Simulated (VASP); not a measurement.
Wanted: the native input for a VASP 6.6.1 run.

- Task: single point
- Functional: PBE
- Potentials or basis: VASP PAW PBE potentials, release 64 (Hf_pv, O)
- Cutoff: 520 eV
- k mesh: 5 × 5 × 6
- Occupations: gaussian, width 0.012 eV
- Spin: no spin polarisation
- Dipole correction: no
- Further INCAR settings: ALGO = Normal; EDIFF = 1e-06; NBANDS = 56

The structure of HfO2 lies in POSCAR:

```
HfO2
1.0
    5.0803194000      0.0000000000      0.0000000000
    0.0000000000      5.1648674500      0.0000000000
    0.0000000000      0.0000000000      4.8908836500
Hf O
4 8
Direct
    0.2225908200      0.7817995800      0.2720679400
    0.7225908200      0.7182004200      0.7279320600
    0.7774091800      0.2182004200      0.2720679400
    0.2774091800      0.2817995800      0.7279320600
    0.1868153200      0.1636487800      0.1045346200
    0.6868153200      0.3363512200      0.8954653800
    0.8131846800      0.8363512200      0.1045346200
    0.3131846800      0.6636487800      0.8954653800
    0.0000000000      0.5000000000      0.4890544500
    0.5000000000      0.0000000000      0.5109455500
    0.0000000000      0.0000000000      0.5756249900
    0.5000000000      0.5000000000      0.4243750100
```

These files were run (other wordings do the same):

INCAR

```
PREC     = Accurate       # precision mode
ENCUT    = 520            # plane-wave cutoff, eV
EDIFF    = 1E-6           # SCF threshold, eV
ISMEAR   = 0              # smearing method
SIGMA    = 0.012          # smearing width, eV
LREAL    = False          # projectors in reciprocal space
LASPH    = True           # aspherical terms in the spheres
NELM     = 100            # most SCF steps
ALGO     = Normal         # electronic algorithm
ISIF     = 2              # what is computed and relaxed
LWAVE    = False          # write WAVECAR
LCHARG   = False          # write CHGCAR
GGA      = PE             # functional
NBANDS   = 56             # bands
```

KPOINTS

```
Automatic mesh
0
Gamma
  5 5 6
```

Potentials or basis: VASP PAW PBE potentials, release 64 (Hf_pv, O).

Launch:

```console
$ cat potpaw_PBE.64/Hf_pv/POTCAR potpaw_PBE.64/O/POTCAR > POTCAR
$ mpirun -np 1 vasp_std > vasp.out
```

It gave:

| Item | Value |
| --- | --- |
| Pressure | 6.5 GPa |
| Largest force | 0.106 eV/Å |
| Band gap on the k mesh | 3.83 eV, direct |

Caveat: spin-orbit coupling is left out, which moves the levels of the heavy elements.

Run time: 3.2 min on 1 thread of Intel(R) Xeon(R) Platinum 8375C CPU @ 2.90GHz (Ice Lake) (shared host), peak memory 0.34 GiB.
